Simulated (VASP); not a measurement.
Wanted: the native input for a VASP 6.6.1 run.

- Task: single point
- Functional: LDA
- Potentials or basis: VASP PAW LDA potentials, release 64 (Ir)
- Cutoff: 520 eV
- k mesh: 18 × 18 × 10
- Occupations: gaussian, width 0.15 eV
- Spin: no spin polarisation
- Dipole correction: no
- Further INCAR settings: ALGO = Fast; EDIFF = 1e-07; NBANDS = 16

The structure of Ir lies in POSCAR:

```
Ir
1.0
    2.6782000000      0.0000000000      0.0000000000
   -1.3391000000      2.3193892364      0.0000000000
    0.0000000000      0.0000000000      4.3862377060
Ir
2
Direct
    0.6666666667      0.3333333333      0.7500000000
    0.3333333333      0.6666666667      0.2500000000
```

This isn't the form of Ir at room conditions, which is fcc.

These files were run (other wordings do the same):

INCAR

```
PREC = Accurate
ENCUT = 520
EDIFF = 1E-7
ISMEAR = 0
SIGMA = 0.15
LREAL = False
LASPH = True
NELM = 100
ALGO = Fast
ISIF = 2
LWAVE = False
LCHARG = False
NBANDS = 16
```

KPOINTS

```
Automatic mesh
0
Gamma
  18 18 10
```

Potentials or basis: VASP PAW LDA potentials, release 64 (Ir).

The run is started by

```sh
$ cat potpaw_LDA.64/Ir/POTCAR > POTCAR
$ mpirun -np 1 vasp_std > vasp.out
```

It gave:

| Item | Value |
| --- | --- |
| Pressure | 11.4 GPa |
| Band gap on the k mesh | zero (bands 9 and 10 overlap by 3.63 eV) |

Caveat: the cell stands under pressure; spin-orbit coupling is left out, which moves the levels of the heavy elements.

It took 3.4 min on 1 thread of Intel Xeon 8259CL, on a shared host, peak memory 0.2 GiB.
